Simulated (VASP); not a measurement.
# PbS (Pm-3m) in VASP: single point with PBE

Aim: the single point of PbS with PBE.

All numbers are computed with VASP 6.6.1; they aren't measurements. Logs are shortened: lines on timing, memory, paths and dates and some standing lists are left out, and cuts for length are marked.

### Step 1. The cell of the first run

Symmetry: Pm-3m, No. 221, cubic system. Conventional cell: a = 3.635 Å, b = 3.635 Å, c = 3.635 Å, α = 90.00°, β = 90.00°, γ = 90.00°. Within 4.1 Å of Pb (site symmetry m-3m) lie 8 S at 3.15 Å and 6 Pb at 3.64 Å. Within 4.1 Å of S (site symmetry m-3m) lie 8 Pb at 3.15 Å and 6 S at 3.64 Å.

### Step 2. Single point, PBE

The input, INCAR:

```
ALGO = Normal
EDIFF = 1E-6
ENCUT = 500
GGA = PE
GGA_COMPAT = False
ISIF = 2
ISMEAR = -1
LASPH = True
LCHARG = True
LELF = True
LREAL = False
LVHAR = True
LWAVE = False
NBANDS = 17
NELM = 120
PREC = Accurate
SIGMA = 0.02
```

The input, KPOINTS:

```
k-points
0
Gamma
  6 6 6
```

The input, POSCAR:

```
PbS
1.0
    3.6351320118      0.0000000000      0.0000000000
    0.0000000000      3.6351320118      0.0000000000
    0.0000000000      0.0000000000      3.6351320118
Pb S
1 1
Direct
    0.0000000000      0.0000000000      0.0000000000
    0.5000000000      0.5000000000      0.5000000000
```

Potentials or basis: VASP PAW PBE potentials, release 64 (Pb_d, S).

Started as:

```console
cat potpaw_PBE.64/Pb_d/POTCAR potpaw_PBE.64/S/POTCAR > POTCAR
mpirun -np 1 vasp_std > vasp.out
```

OUTCAR:

```text
EDIFF = 1E-6
   ENCUT = 500
   GGA = PE
   ISIF = 2
   ISMEAR = -1
   LASPH = True
   LREAL = False
   NELM = 120
   PREC = Accurate

 ion  position               nearest neighbor table
   1  0.000  0.000  0.000-   2 3.15   2 3.15   2 3.15   2 3.15   2 3.15   2 3.15   2 3.15   2 3.15

   2  0.500  0.500  0.500-   1 3.15   1 3.15   1 3.15   1 3.15   1 3.15   1 3.15   1 3.15   1 3.15

  LATTYP: Found a simple cubic cell.
 ALAT       =     3.6351320118

  Lattice vectors:

 A1 = (   3.6351320118,   0.0000000000,   0.0000000000)
 A2 = (   0.0000000000,   3.6351320118,   0.0000000000)
 A3 = (   0.0000000000,   0.0000000000,   3.6351320118)

Analysis of symmetry for initial positions (statically):
=====================================================================
 Subroutine PRICEL returns:
 Original cell was already a primitive cell.

 Routine SETGRP: Setting up the symmetry group for a
 simple cubic supercell.

 Subroutine GETGRP returns: Found 48 space group operations
 (whereof 48 operations were pure point group operations)
 out of a pool of 48 trial point group operations.

The static configuration has the point symmetry O_h .

Analysis of symmetry for dynamics (positions and initial velocities):
=====================================================================
 Subroutine PRICEL returns:
 Original cell was already a primitive cell.

 Routine SETGRP: Setting up the symmetry group for a
 simple cubic supercell.

 Subroutine GETGRP returns: Found 48 space group operations
 (whereof 48 operations were pure point group operations)
 out of a pool of 48 trial point group operations.

The dynamic configuration has the point symmetry O_h .

 Subroutine INISYM returns: Found 48 space group operations
 (whereof 48 operations are pure point group operations),
 and found     1 'primitive' translations

----------------------------------------------------------------------------------------

                                     Primitive cell

  volume of cell :      48.0353

  direct lattice vectors                    reciprocal lattice vectors
     3.635132012  0.000000000  0.000000000     0.275093173  0.000000000  0.000000000
     0.000000000  3.635132012  0.000000000     0.000000000  0.275093173  0.000000000
     0.000000000  0.000000000  3.635132012     0.000000000  0.000000000  0.275093173

  length of vectors
     3.635132012  3.635132012  3.635132012     0.275093173  0.275093173  0.275093173

  position of ions in fractional coordinates (direct lattice)
     0.000000000  0.000000000  0.000000000
     0.500000000  0.500000000  0.500000000

  ion indices of the primitive-cell ions
   primitive index   ion index
                 1           1
                 2           2

----------------------------------------------------------------------------------------

 KPOINTS: k-points

Automatic generation of k-mesh.
 Grid dimensions read from file:
 generate k-points for:    6    6    6

 Generating k-lattice:

  Cartesian coordinates                     Fractional coordinates (reciprocal lattice)
     0.045848862  0.000000000  0.000000000     0.166666667  0.000000000  0.000000000
     0.000000000  0.045848862  0.000000000     0.000000000  0.166666667  0.000000000
     0.000000000  0.000000000  0.045848862     0.000000000  0.000000000  0.166666667

  Length of vectors
     0.045848862  0.045848862  0.045848862

  Shift w.r.t. Gamma in fractional coordinates (k-lattice)
     0.000000000  0.000000000  0.000000000

 Subroutine IBZKPT returns following result:
 ===========================================

 Found     20 irreducible k-points:

 Following reciprocal coordinates:
            Coordinates               Weight
  0.000000  0.000000  0.000000      1.000000
  0.166667  0.000000  0.000000      6.000000
  0.333333  0.000000  0.000000      6.000000
  0.500000  0.000000  0.000000      3.000000
  0.166667  0.166667  0.000000     12.000000
  0.333333  0.166667  0.000000     24.000000
[... 12 lines left out ...]
  0.500000  0.500000  0.333333      6.000000
  0.500000  0.500000  0.500000      1.000000
   k-points           NKPTS =     20   k-points in BZ     NKDIM =     20   number of bands    NBANDS=     17
   number of dos      NEDOS =    301   number of ions     NIONS =      2
   total plane-waves  NPLWV =  21952
   dimension x,y,z NGX =    28 NGY =   28 NGZ =   28
   dimension x,y,z NGXF=    56 NGYF=   56 NGZF=   56
   ions per type =               1   1
   NGX,Y,Z   is equivalent  to a cutoff of  12.81, 12.81, 12.81 a.u.
   NGXF,Y,Z  is equivalent  to a cutoff of  25.61, 25.61, 25.61 a.u.
 SYSTEM =  unknown system
   PREC   = accura    normal or accurate (medium, high low for compatibility)
   ISTART =      0    job   : 0-new  1-cont  2-samecut
   ICHARG =      2    charge: 1-file 2-atom 10-const
   ISPIN  =      1    spin polarized calculation?
   LNONCOLLINEAR =      F non collinear calculations
   LSORBIT =      F    spin-orbit coupling
   LASPH  =      T    aspherical Exc in radial PAW
   ENCUT  =  500.0 eV  36.75 Ry    6.06 a.u.   6.63  6.63  6.63*2*pi/ulx,y,z
   NELM   =    120;   NELMIN=  2; NELMDL= -5     # of ELM steps
   EDIFF  = 0.1E-05   stopping-criterion for ELM
   LREAL  =      F    real-space projection
   EDIFFG = 0.1E-04   stopping-criterion for IOM
   NSW    =      0    number of steps for IOM
   IBRION =     -1    ionic relax: 0-MD 1-quasi-New 2-CG
   NFREE  =      0    steps in history (QN), initial steepest desc. (CG)
   ISIF   =      2    stress and relaxation
   ISYM   =      2    0-nonsym 1-usesym 2-fastsym
   POTIM  = 0.5000    time-step for ionic-motion
   TEBEG  =    0.0;   TEEND  =   0.0 temperature during run
   PSTRESS=    0.0 pullay stress
   NELECT =      20.0000    total number of electrons
   NUPDOWN=      -1.0000    fix difference up-down
   EMIN   =  10.00;   EMAX   =-10.00  energy-range for DOS
   EFERMI =   0.00;   METHOD = LEGACY
   ISMEAR =    -1;   SIGMA  =   0.02  broadening in eV -4-tet -1-fermi 0-gaus
   EFERMI_NEDOS =   21; number of points for ismear=-14 and -15
   IALGO  =     38    algorithm
   IMIX   =      4    mixing-type and parameters
     AMIX     =   0.40;   BMIX     =  1.00
     AMIX_MAG =   1.60;   BMIX_MAG =  1.00
  volume/ion in A,a.u.               =      24.02       162.08
  Fermi-wavevector in a.u.,A,eV,Ry     =   1.222451  2.310097 20.332348  1.494385
  Thomas-Fermi vector in A             =   2.357597
   LORBIT       =      0    0 simple, 1 ext, 2 COOP (PROOUT), +10 PAW based schemes
   GGA     = PE    functional components
   LHFCALC =     F    Hartree Fock is set to
   AEXX    =    0.0000 exact exchange contribution
   IVDW    =     0    specifies the selected vdW correction
   LEPSILON=     F    determine dielectric tensor
   LRPA    =     F    only Hartree local field effects (RPA)
 non-spin polarized calculation
  energy-cutoff  :      500.00
  volume of cell :       48.04
 maximum number of plane-waves:      1233
 NGX is ok and might be reduce to    28
   NGX = 13   NGY = 13   NGZ = 13

 number of electron      19.9999994 magnetization

 Free energy of the ion-electron system (eV)
  ---------------------------------------------------
  ext. energy  EPLUGINS =         0.00000000
  ---------------------------------------------------
  free energy    TOTEN  =        -8.25159496 eV

  energy without entropy =       -8.25060694  energy(sigma->0) =       -8.25110095

 E-fermi :   6.3377     XC(G=0): -10.2418

 val. band max:        6.3274682047   @ k =   0.1667   0.1667   0.1667
 cond. band min:       6.5376205828   @ k =   0.5000   0.3333   0.3333
 fundamental gap:      0.2101523781
 Fermi energy:         6.3377360275

 k-point     1 :       0.0000    0.0000    0.0000
  band No.  band energies     occupation
      1     -10.6324      2.00000
      2     -10.6324      2.00000
      3     -10.4114      2.00000
      4     -10.4114      2.00000
      5     -10.4114      2.00000
      6      -6.9403      2.00000
[... 9 lines left out ...]
     16      19.1210      0.00000
     17      19.1250      0.00000

 k-point     2 :       0.1667    0.0000    0.0000
  band No.  band energies     occupation
      1     -10.6298      2.00000
      2     -10.5914      2.00000
      3     -10.4268      2.00000
      4     -10.4268      2.00000
      5     -10.4099      2.00000
      6      -6.7022      2.00000
[... 9 lines left out ...]
     16      18.7566      0.00000
     17      18.9113      0.00000

 k-point     3 :       0.3333    0.0000    0.0000
  band No.  band energies     occupation
      1     -10.6245      2.00000
      2     -10.5101      2.00000
      3     -10.4573      2.00000
      4     -10.4573      2.00000
      5     -10.4070      2.00000
      6      -6.0772      2.00000
[... 9 lines left out ...]
     16      16.7799      0.00000
     17      19.0800      0.00000

 k-point     4 :       0.5000    0.0000    0.0000
  band No.  band energies     occupation
      1     -10.6219      2.00000
      2     -10.4724      2.00000
      3     -10.4724      2.00000
      4     -10.4698      2.00000
      5     -10.4055      2.00000
      6      -5.6046      2.00000
[... 9 lines left out ...]
     16      19.0633      0.00000
     17      20.2714      0.00000
[... 263 lines left out ...]
      1     -10.5433      2.00000
      2     -10.5259      2.00000
      3     -10.5048      2.00000
      4     -10.4263      2.00000
      5     -10.3822      2.00000
      6      -4.7459      2.00000
[... 9 lines left out ...]
     16      18.2986      0.00000
     17      22.0273      0.00000

 k-point    19 :       0.5000    0.5000    0.3333
  band No.  band energies     occupation
      1     -10.5576      2.00000
      2     -10.5235      2.00000
      3     -10.5235      2.00000
      4     -10.4035      2.00000
      5     -10.3575      2.00000
      6      -4.6384      2.00000
[... 9 lines left out ...]
     16      19.1721      0.00000
     17      22.6044      0.00000

 k-point    20 :       0.5000    0.5000    0.5000
  band No.  band energies     occupation
      1     -10.5440      2.00000
      2     -10.5440      2.00000
      3     -10.5440      2.00000
      4     -10.3567      2.00000
      5     -10.3567      2.00000
      6      -4.5749      2.00000
[... 9 lines left out ...]
     16      20.1559      0.00000
     17      22.7668      0.00000

------------------------ aborting loop because EDIFF is reached ----------------------------------------

  FORCE on cell =-STRESS in cart. coord.  units (eV):
  Direction    XX          YY          ZZ          XY          YZ          ZX
  --------------------------------------------------------------------------------------
  -------------------------------------------------------------------------------------
  Total        0.2642842      0.2642842      0.2642842     -0.0000000      0.0000000      0.0000000
  in kB        8.8149794      8.8149794      8.8149794     -0.0000000      0.0000000      0.0000000
  external PRESSURE =       8.8149794 kB  Pullay stress =       0.0000000 kB

 VOLUME and BASIS-vectors are now :
 -----------------------------------------------------------------------------
  energy-cutoff  :      500.00
  volume of cell :       48.04
      direct lattice vectors                 reciprocal lattice vectors
     3.635132012  0.000000000  0.000000000     0.275093173  0.000000000  0.000000000
     0.000000000  3.635132012  0.000000000     0.000000000  0.275093173  0.000000000
     0.000000000  0.000000000  3.635132012     0.000000000  0.000000000  0.275093173

 POSITION                                       TOTAL-FORCE (eV/Angst)
 -----------------------------------------------------------------------------------
      0.00000      0.00000      0.00000         0.000000      0.000000      0.000000
      1.81757      1.81757      1.81757         0.000000      0.000000      0.000000
 -----------------------------------------------------------------------------------
    total drift:                               -0.000000      0.000000      0.000000

  FREE ENERGIE OF THE ION-ELECTRON SYSTEM (eV)
  ---------------------------------------------------
  free  energy   TOTEN  =        -8.2515949648 eV

  energy  without entropy=       -8.2506069371  energy(sigma->0) =       -8.25110095
```

Run time: 23 s. Hardware: 1 thread of Intel Xeon Platinum 8259CL at 2.50GHz (Skylake/Cascade Lake), shared host; peak memory 0.16 GiB.

Results:

```
Free energy            : -8.2516 eV
Pressure               : 0.9 GPa
Band gap on the k mesh : zero (bands 10 and 11 overlap by 0.55 eV)
```

Caveat: semilocal functionals underestimate gaps, so a narrow gap can read as zero; spin-orbit coupling is left out, which moves the levels of the heavy elements.
